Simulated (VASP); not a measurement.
Here is a VASP 6.6.1 calculation.

Contents of INCAR:

```
SYSTEM = Ga2BAs3
  PREC = Accurate
  ENCUT = 500
  EDIFF = 1E-6
  ISMEAR = 0
  SIGMA = 0.2
  LREAL = .False.
  LASPH = .True.
  NELM = 120
  ALGO = Normal
  ISIF = 2
  LWAVE = .False.
  LCHARG = .True.
  GGA = PE
  LELF = .True.
  LVHAR = .True.
  NBANDS = 31
  GGA_COMPAT = .False.
```

The input KPOINTS:

```
regular mesh
0
Gamma
  4 4 4
  0 0 0
```

File POSCAR:

```
Ga2BAs3
1.0
   -2.5033413665      2.5033413665      5.2320041031
    2.5033413665     -2.5033413665      5.2320041031
    2.5033413665      2.5033413665     -5.2320041031
Ga B As
2 1 3
Direct
    0.7500000000      0.2500000000      0.5000000000
    0.2500000000      0.7500000000      0.5000000000
    0.0000000000      0.0000000000      0.0000000000
    0.5000000000      0.0000000000      0.5000000000
    0.0000000000      0.5000000000      0.5000000000
    0.5000000000      0.5000000000      0.0000000000
```

Potentials or basis: VASP PAW PBE potentials, release 64 (Ga_d, B, As).

The run is started by

```console
$ cat potpaw_PBE.64/Ga_d/POTCAR potpaw_PBE.64/B/POTCAR potpaw_PBE.64/As/POTCAR > POTCAR
$ mpirun -np 1 vasp_std > vasp.out
```

Question: What does it give for the band gap on the k mesh?

Answer: Zero (bands 22 and 23 overlap by 0.68 eV).

Question: Predict the pressure.

Answer: 0.2 GPa.

Stress tensor (GPa, compression positive):
```
0.13 0.00 0.00
0.00 0.13 0.00
0.00 0.00 0.29
```

Caveat: semilocal functionals underestimate gaps, and a narrow one can read as zero.
